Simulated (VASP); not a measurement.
Write the native input for VASP 6.6.1 that does the following.

* Task: single point
* Functional: LDA
* Potentials or basis: VASP PAW LDA potentials, release 64 (Ir)
* Cutoff: 520 eV
* k mesh: 12 × 12 × 1
* Occupations: gaussian, width 0.1 eV
* Spin: no spin polarisation
* Dipole correction: yes
* Further INCAR settings: ALGO = Normal; EDIFF = 1e-06; NBANDS = 26

The structure of Ir lies in POSCAR:

```
Ir
1.0
    2.6947084175      0.0000000000      0.0000000000
   -1.3473542087      2.3336859453      0.0000000000
    0.0000000000      0.0000000000     23.6006606284
Ir
4
Direct
    0.6666666667      0.3333333333      0.3601594097
    0.3333333333      0.6666666667      0.4533864699
    0.0000000000      0.0000000000      0.5452677598
    0.6666666667      0.3333333333      0.6366513095
```

One way to write it, as run:

INCAR

```
PREC     = Accurate       # precision mode
ENCUT    = 520            # plane-wave cutoff, eV
EDIFF    = 1E-6           # SCF threshold, eV
ISMEAR   = 0              # smearing method
SIGMA    = 0.1            # smearing width, eV
LREAL    = False          # projectors in reciprocal space
LASPH    = True           # aspherical terms in the spheres
NELM     = 60             # most SCF steps
ALGO     = Normal         # electronic algorithm
ISIF     = 2              # what is computed and relaxed
LWAVE    = False          # write WAVECAR
LCHARG   = False          # write CHGCAR
LDIPOL   = True         
IDIPOL   = 3            
DIPOL    = 0.5 0.5 0.499
NBANDS   = 26             # bands
```

KPOINTS

```
Automatic mesh
0
Gamma
  12 12 1
```

Potentials or basis: VASP PAW LDA potentials, release 64 (Ir).

Launch:

```console
$ cat potpaw_LDA.64/Ir/POTCAR > POTCAR
$ mpirun -np 1 vasp_std > vasp.out
```

Results of the run:

The largest force is 0.484 eV/Å. The band gap on the k mesh is zero (band 18 reaches 1.49 eV, above the bottom of band 19 at -1.00 eV).

Caveat: spin-orbit coupling is left out, which moves the levels of the heavy elements.

It took 120 s on 1 thread of Intel Xeon 6975P-C (shared host), peak memory 0.23 GiB.
